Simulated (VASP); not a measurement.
**Pt: single point with PBE**

Crystal: Pt.

```
CELL_PARAMETERS angstrom
0.01034 1.96575 1.98219
1.97201 0.02008 1.97245
1.98399 1.96800 0.00810
ATOMIC_POSITIONS crystal
Pt 0.00000 0.00000 0.00000
```

```yaml
Program: VASP 6.6.1
Task: single point
Functional: PBE
Potentials_or_basis: VASP PAW PBE potentials, release 64 (Pt)
Cutoff: 520 eV
k_mesh: 9 × 9 × 8
Occupations: fermi-dirac, width 0.1 eV
Spin: no spin polarisation
Dipole_correction: no
Further_INCAR_settings: ALGO = Normal; EDIFF = 1e-06; NBANDS = 11
```

| Quantity | Value |
| --- | --- |
| Pressure | 6.6 GPa |
| Band gap on the k mesh | zero (band 5 reaches 11.47 eV, above the bottom of band 6 at 9.41 eV) |

Stress tensor (GPa, compression positive):
```
 6.51 -0.23 -0.52
-0.23  7.51 -1.54
-0.52 -1.54  5.77
```

Levels at points of the mesh, in eV from the Fermi level:
```tsv
k point	band 2	band 3	band 4	band 5	band 6	band 7	band 8	band 9
(0.00, 0.00, 0.00)	-3.80	-3.75	-3.60	-1.65	-1.54	14.68	19.39	19.50
(0.00, 0.00, 0.50)	-3.90	-3.67	-0.42	-0.01	0.10	5.77	14.25	18.82
```

It took 16 s on 1 thread of Intel(R) Xeon(R) 6975P-C (Granite Rapids), with other jobs on the host, peak memory 0.18 GiB.

Caveat: spin-orbit coupling is left out, which moves the levels of the heavy elements.
